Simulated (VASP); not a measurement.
**TaGaMo3: single point with PBE**

The system is TaGaMo3.

```
Ta Ga Mo
1.0
     4.99827    0.00000    0.00000
    -2.49914    4.32863    0.00000
     0.00000    0.00000    8.48836
Ta Ga Mo
2 2 6
Direct
  0.00000 0.00000 0.25000
  0.00000 0.00000 0.75000
  0.33333 0.66667 0.25000
  0.66667 0.33333 0.75000
  0.50000 0.00000 0.00000
  0.00000 0.50000 0.00000
  0.50000 0.50000 0.00000
  0.50000 0.00000 0.50000
  0.00000 0.50000 0.50000
  0.50000 0.50000 0.50000
```

```json
{
  "Program": "VASP 6.6.1",
  "Task": "single point",
  "Functional": "PBE",
  "Potentials or basis": "VASP PAW PBE potentials, release 64 (Ta_pv, Ga_d, Mo_sv)",
  "Cutoff": "520 eV",
  "k mesh": "3 × 3 × 4",
  "Occupations": "gaussian, width 0.1 eV",
  "Spin": "no spin polarisation",
  "Dipole correction": "no",
  "Further INCAR settings": "ALGO = Fast; EDIFF = 1e-07; NBANDS = 77"
}
```

```json
{
  "Pressure": "0.5 GPa",
  "Band gap on the k mesh": "zero (band 66 reaches 9.51 eV, above the bottom of band 67 at 7.60 eV)"
}
```

Stress tensor (GPa, compression positive):
```
0.43 0.00 0.00
0.00 0.43 0.00
0.00 0.00 0.54
```

Levels at points of the mesh, in eV from the Fermi level:
```tsv
k point	band 63	band 64	band 65	band 66	band 67	band 68	band 69	band 70
(0.00, 0.00, 0.00)	-0.49	0.11	0.52	1.04	1.04	1.38	1.70	1.73
(0.00, 0.00, 0.50)	0.31	0.31	0.31	0.31	1.66	1.66	1.66	1.67
```

It took 5.9 min on 1 thread of Intel(R) Xeon(R) Platinum 8488C (Sapphire Rapids) (shared host), peak memory 0.38 GiB.

Caveat: the k points lie up to 0.48 Å⁻¹ apart; spin-orbit coupling is left out, which moves the levels of the heavy elements.
